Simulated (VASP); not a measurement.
# ScAlN2: single point with PBE

The system is ScAlN2.

```xyz
4
Lattice="3.0108 0.0000 0.0000 -1.5054 2.6074 0.0000 0.0000 0.0000 5.2107" Properties=species:S:1:pos:R:3 pbc="T T T"
Sc    0.0000    0.0000    0.0000
Al    0.0000    0.0000    2.6053
N     0.0000    1.7383    1.4102
N     1.5054    0.8691    3.8005
```

| Item | Value |
| --- | --- |
| Program | VASP 6.6.1 |
| Task | single point |
| Functional | PBE |
| Potentials or basis | VASP PAW PBE potentials, release 64 (Sc_sv, Al, N) |
| Cutoff | 520 eV |
| k mesh | 6 × 6 × 4 |
| Occupations | gaussian, width 0.1 eV |
| Spin | no spin polarisation |

The pressure is 0.5 GPa and the largest force is 0.060 eV/Å. The band gap on the k mesh is 0.91 eV, indirect (least direct gap 1.69 eV).

Forces in eV/Å, atoms in the order of the input:
```
Sc   0.000  0.000  0.000
Al   0.000  0.000  0.000
N    0.000  0.000  0.060
N    0.000  0.000 -0.060
```

Stress tensor (GPa, compression positive):
```
0.44 0.00 0.00
0.00 0.44 0.00
0.00 0.00 0.64
```

Levels at points of the mesh, in eV from the valence-band top:
```tsv
k point	band 8	band 9	band 10	band 11	band 12	band 13	band 14	band 15	band 16	band 17
(0.00, 0.00, 0.00)	-1.71	-1.71	-0.33	0.00	0.00	1.78	3.31	3.31	4.98	5.24
(0.50, 0.00, 0.00)	-4.41	-2.90	-2.63	-1.92	-1.76	0.91	4.98	5.37	6.23	6.35
(0.00, 0.00, 0.50)	-3.44	-1.44	-1.44	-0.46	-0.46	2.59	3.24	3.24	5.73	5.73
(0.50, 0.00, 0.50)	-5.70	-3.39	-2.63	-1.17	-0.79	0.91	5.03	5.34	5.66	5.69
```

Wall time 15 s on 1 thread of Intel(R) Xeon(R) Platinum 8488C (Sapphire Rapids), with other jobs on the host, peak memory 0.16 GiB.

A k mesh can miss the band edges. As with any semilocal functional, this PBE gap is likely too small.
